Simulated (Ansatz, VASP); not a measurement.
**Ag in VASP and in Ansatz**

```xyz
1
Lattice="0.0000 2.0300 2.0300 2.0300 0.0000 2.0300 2.0300 2.0300 0.0000" Properties=species:S:1:pos:R:3 pbc="T T T"
Ag    0.0000    0.0000    0.0000
```

Alike in both runs: task single point; functional PBE; k mesh 8 × 8 × 8; occupations gaussian, width 0.1 eV; no spin polarisation.

|  | VASP | Ansatz |
| --- | --- | --- |
| version | VASP 6.6.1 | Ansatz 0.2.0 |
| potentials or method | VASP PAW PBE potentials, release 64 (Ag), cutoff 500 eV | scalar-relativistic, plane waves, PAW |
| valence electrons in the cell | 11 | 19 |

|  | VASP | Ansatz | Ansatz less VASP |
| --- | --- | --- | --- |
| gap on the k mesh at the Fermi level (eV) | none | none | - |
| pressure (GPa) | 7.5 | 7.7 | +0.21 |

A gap of «none» marks a metal or a gap that the smearing closes. VASP's potentials hold 11 valence electrons a cell and Ansatz's 19, so a difference there can come from the potentials and not from the codes.
